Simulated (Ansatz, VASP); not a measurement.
Two plane-wave programs on NiCl3

```
Ni Cl
1.0
     4.51950    0.00000    0.00000
     0.00000    4.51950    0.00000
     0.00000    0.00000    4.51950
Ni Cl
1 3
Direct
  0.00000 0.00000 0.00000
  0.50000 0.00000 0.00000
  0.00000 0.00000 0.50000
  0.00000 0.50000 0.00000
```

Alike in both runs: task single point; functional PBEsol; k mesh 6 × 6 × 6; occupations gaussian, width 0.05 eV; collinear spin.

|  | VASP | Ansatz |
| --- | --- | --- |
| version | VASP 6.6.1 | Ansatz 0.2.0 |
| potentials or method | VASP PAW PBE potentials, release 64 (Ni, Cl), cutoff 520 eV | scalar-relativistic, plane waves, PAW |
| valence electrons in the cell | 31 | 39 |

Ansatz gave:

```
gap on the k mesh at the Fermi level (eV)                     : none
pressure (GPa)                                                : 0.0
net moment per atom (μB)                                      : 0.03
size of the moment on the site where the two differ most (μB) : 0.08
```

**Question.** Estimate VASP's values.

**Answer.** gap on the k mesh at the Fermi level (eV): none; pressure (GPa): 0.2; net moment per atom (μB): 0.00; size of the moment on the site where the two differ most (μB): 0.01.

VASP's potentials were made for PBE, not for PBEsol. Site moments also hang on the region over which each program counts them. A gap of «none» marks a metal or a gap that the smearing closes. The functional is the same, so the differences come from potentials, cutoffs and numerics. VASP's potentials hold 31 valence electrons a cell and Ansatz's 39, so a difference there can come from the potentials and not from the codes.
